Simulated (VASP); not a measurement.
I:

```
CELL_PARAMETERS angstrom
0.00000 2.36560 3.90984
2.19225 0.00000 3.90984
2.19225 2.36560 0.00000
ATOMIC_POSITIONS crystal
I 0.00000 0.00000 0.00000
```

| Item | Value |
| --- | --- |
| Program | VASP 6.6.1 |
| Task | relaxation of cell and atoms |
| Functional | PBEsol |
| Dispersion | D3(BJ) |
| Potentials or basis | VASP PAW PBE potentials, release 64 (I) |
| Cutoff | 600 eV |
| k mesh | 9 × 9 × 9 |
| Occupations | fermi-dirac, width 0.05 eV |
| Spin | no spin polarisation |

At the start: pressure -2.6 GPa; volume 40.55 Å³/atom.

Problem. Where does the relaxation end?

Solution. Over 16 steps the energy falls by 54.0 meV/atom and the volume is 33.76 Å³/atom (-16.8 %); space group Fmmm (No. 69, to 0.1 Å) before, I4/mmm (No. 139, to 0.1 Å).

Step by step:
```
step  energy change (eV)  largest force (eV/Å)  pressure (GPa)  volume (Å³)
   1              0.0000                0.0000           -2.59        40.55
   2             -0.0238                0.0000            0.71        36.82
   3             -0.0271                0.0000           -0.29        37.70
   4             -0.0353                0.0000           -0.25        36.89
   5             -0.0512                0.0000            0.09        34.46
   6             -0.0518                0.0000            0.32        33.64
   7             -0.0519                0.0000            0.24        33.90
   8             -0.0518                0.0000           -0.41        34.33
   9             -0.0522                0.0000           -0.07        34.10
  10             -0.0525                0.0000           -0.06        34.09
  11             -0.0532                0.0000           -0.05        34.05
  12             -0.0539                0.0000           -0.07        33.95
  13             -0.0540                0.0000           -0.08        33.90
  14             -0.0535                0.0000            0.43        33.48
  15             -0.0540                0.0000            0.00        33.84
  16             -0.0540                0.0000            0.03        33.76
```

Final structure:
```
I
1.0
     0.00000    2.22242    3.42442
     2.21784    0.00000    3.42442
     2.21784    2.22242    0.00000
I
1
Direct
  0.00000 0.00000 0.00000
```

Caveat: the volume moved by over 15 % at a fixed basis, so the end points are rough; the PAW data sets were made with another functional, which shifts forces and pressure a little; an odd number of electrons without spin polarisation forces a metal; a magnetic or distorted state may lie lower.
